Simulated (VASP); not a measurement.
Input of a VASP 6.6.1 run:

File INCAR:

```
SYSTEM = Mg
PREC = Accurate
ENCUT = 520
EDIFF = 1E-6
ISMEAR = 0
SIGMA = 0.1
LREAL = .False.
LASPH = .True.
NELM = 60
ALGO = Normal
ISIF = 2
LWAVE = .False.
LCHARG = .False.
GGA = CA
NBANDS = 9
```

KPOINTS

```
regular mesh
0
Gamma
  18 18 10
  0 0 0
```

File POSCAR:

```
Mg
1.0
    2.6692752458      0.0000000000      0.0000000000
   -1.3346376229      2.3116601725      0.0000000000
    0.0000000000      0.0000000000      4.3111442467
Mg
2
Direct
    0.3333333333      0.6666666667      0.2500000000
    0.6666666667      0.3333333333      0.7500000000
```

Potentials or basis: VASP PAW LDA potentials, release 64 (Mg).

Run with:

```console
$ cat potpaw_LDA.64/Mg/POTCAR > POTCAR
$ mpirun -np 1 vasp_std > vasp.out
```

Question: Estimate the pressure.

Answer: 50.4 GPa.

Question: Estimate the band gap on the k mesh.

Answer: Zero (band 2 reaches 7.02 eV, above the bottom of band 3 at 4.85 eV).
